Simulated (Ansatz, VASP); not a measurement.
**One calculation of SnO, two programs**

```
Sn O
1.0
     0.00000    2.71922    2.71922
     2.71922    0.00000    2.71922
     2.71922    2.71922    0.00000
Sn O
1 1
Direct
  0.00000 0.00000 0.00000
  0.25000 0.25000 0.25000
```

Change from the starting cell: volume scaled by 0.98.

Alike in both runs: task single point; functional PBE; k mesh 12 × 12 × 12; occupations fermi-dirac, width 0.08 eV; no spin polarisation.

|  | VASP | Ansatz |
| --- | --- | --- |
| version | VASP 6.6.1 | Ansatz 0.2.0 |
| potentials or method | VASP PAW PBE potentials, release 64 (Sn_d, O), cutoff 520 eV | all-electron LAPW, scalar-relativistic |

```csv
,VASP,Ansatz,Ansatz less VASP
pressure (GPa),1.3,1.3,-0.04
```

Ansatz ran all-electron here, and VASP with PAW potentials.
